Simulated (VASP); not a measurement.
Set up this calculation in VASP 6.6.1, as the native input.

```yaml
Task: single point
Functional: PBEsol
Potentials_or_basis: VASP PAW PBE potentials, release 64 (Nb_sv, Te)
Cutoff: 500 eV
k_mesh: 7 × 7 × 6
Occupations: fermi-dirac, width 0.1 eV
Spin: no spin polarisation
Dipole_correction: no
Further_INCAR_settings: ALGO = Normal; EDIFF = 1e-06; NBANDS = 16
```

The structure of NbTe lies in POSCAR:

```
NbTe
1.0
    3.6529276759      0.0000000000      0.0000000000
   -1.8264638379      3.1635286059      0.0000000000
    0.0000000000      0.0000000000      3.6442831093
Nb Te
1 1
Direct
    0.0000000000      0.0000000000      0.5000000000
    0.6666666667      0.3333333333      0.0000000000
```

These files were run (other wordings do the same):

INCAR

```
  PREC = Accurate
  ENCUT = 500
  EDIFF = 1E-6
  ISMEAR = -1
  SIGMA = 0.1
  LREAL = F
  LASPH = T
  NELM = 120
  ALGO = Normal
  ISIF = 2
  LWAVE = F
  LCHARG = F
  GGA = PS
  NBANDS = 16
  GGA_COMPAT = F
```

KPOINTS

```
regular mesh
0
Gamma
  7 7 6
```

Potentials or basis: VASP PAW PBE potentials, release 64 (Nb_sv, Te).

Command:

```bash
$ cat potpaw_PBE.64/Nb_sv/POTCAR potpaw_PBE.64/Te/POTCAR > POTCAR
$ mpirun -np 1 vasp_std > vasp.out
```

It gave:

- Pressure: -0.2 GPa

Caveat: the PAW data sets were made with another functional, which shifts forces and pressure a little.

Run time: 12 s on 1 thread of Intel(R) Xeon(R) Platinum 8488C (Sapphire Rapids), on a shared host, peak memory 0.16 GiB.
